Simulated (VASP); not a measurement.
Here is a VASP 6.6.1 calculation.

The input INCAR:

```
SYSTEM = Cu
PREC = Accurate
ENCUT = 520
EDIFF = 1E-6
ISMEAR = 0
SIGMA = 0.15
LREAL = .False.
LASPH = .True.
NELM = 60
ALGO = Normal
ISIF = 2
LWAVE = .False.
LCHARG = .False.
GGA = PS
NBANDS = 12
```

File KPOINTS:

```
regular mesh
0
Gamma
  24 24 24
  0 0 0
```

Contents of POSCAR:

```
Cu
1.0
   -1.4067234870      1.4067234870      1.4104834862
    1.4067234870     -1.4067234870      1.4104834862
    1.4067234870      1.4067234870     -1.4104834862
Cu
1
Direct
    0.0000000000      0.0000000000      0.0000000000
```

Potentials or basis: VASP PAW PBE potentials, release 64 (Cu).

Launch:

```sh
$ cat potpaw_PBE.64/Cu/POTCAR > POTCAR
$ mpirun -np 1 vasp_std > vasp.out
```

Predict the pressure.

3.7 GPa.

Caveat: the cell differs from its parent crystal (strain -0.025 along x and y, +0.025 along z); the PAW data sets were made with another functional, which shifts forces and pressure a little.
